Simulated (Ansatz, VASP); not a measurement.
# Hf2S in VASP and in Ansatz

Contents of INCAR:

```
SYSTEM = Hf2S
PREC = Accurate
ENCUT = 520
EDIFF = 1E-6
ISMEAR = 0
SIGMA = 0.15
LREAL = .False.
LASPH = .True.
NELM = 100
ALGO = Normal
ISIF = 2
LWAVE = .False.
LCHARG = .True.
GGA = PS
LELF = .True.
LVHAR = .True.
NBANDS = 35
```

The input KPOINTS:

```
Automatic mesh
0
Gamma
  18 18 4
  0 0 0
```

Contents of POSCAR:

```
Hf2S
1.0
    3.4469269560      0.0000000000      0.0000000000
   -1.7234634780      2.9851263089      0.0000000000
    0.0000000000      0.0000000000     12.0141629178
Hf S
4 2
Direct
    0.6666666667      0.3333333333      0.8986176343
    0.3333333333      0.6666666667      0.3986176343
    0.6666666667      0.3333333333      0.6013823657
    0.3333333333      0.6666666667      0.1013823657
    0.0000000000      0.0000000000      0.7500000000
    0.0000000000      0.0000000000      0.2500000000
```

Input for Ansatz:

```yaml
crystal:
  lattice:
    - [3.446926956, 0.0, 0.0]
    - [-1.723463478, 2.9851263089, 0.0]
    - [0.0, 0.0, 12.0141629178]
  atoms:
    - { symbol: Hf, position: [0.6666666667, 0.3333333333, 0.8986176343] }
    - { symbol: Hf, position: [0.3333333333, 0.6666666667, 0.3986176343] }
    - { symbol: Hf, position: [0.6666666667, 0.3333333333, 0.6013823657] }
    - { symbol: Hf, position: [0.3333333333, 0.6666666667, 0.1013823657] }
    - { symbol: S, position: [0.0, 0.0, 0.75] }
    - { symbol: S, position: [0.0, 0.0, 0.25] }
basis:
  ecutwfc: 420
kpoints:
  mp_grid: { grid: [18, 18, 4] }
hamiltonian:
  xc: pbesol
scf:
  occupations: { method: gaussian, width: 0.15 }
output:
  forces: true
  stress: true
  eigenvalues: true
```

Change from the starting cell: strain +0.030 along x and y, +0.030 along z, atoms carried along.

Alike in both runs: task single point; functional PBEsol; k mesh 18 × 18 × 4; occupations gaussian, width 0.15 eV; no spin polarisation.

|  | VASP | Ansatz |
| --- | --- | --- |
| version | VASP 6.6.1 | Ansatz 0.2.0 |
| potentials or method | VASP PAW PBE potentials, release 64 (Hf_pv, S), cutoff 520 eV | scalar-relativistic, plane waves, PAW |
| valence electrons in the cell | 52 | 116 |

VASP gave:

- gap on the k mesh at the Fermi level (eV): none
- pressure (GPa): -11.1
- traceless stress, the component that is largest in VASP (GPa): -1.22
- rms of the force components (eV/Å): 0.008

Which values does Ansatz return?

gap on the k mesh at the Fermi level (eV): none; pressure (GPa): -10.6; traceless stress, the component that is largest in VASP (GPa): -1.19; rms of the force components (eV/Å): 0.011.

VASP's potentials were made for PBE, not for PBEsol. Atom by atom the forces differ by 0.003 eV/Å (rms over components). A gap of «none» marks a metal or a gap that the smearing closes. With one functional, cell and mesh, what is left measures potentials, basis and numerics. VASP's potentials hold 52 valence electrons a cell and Ansatz's 116, so a difference there can come from the potentials and not from the codes.

Spin-orbit coupling is off throughout.
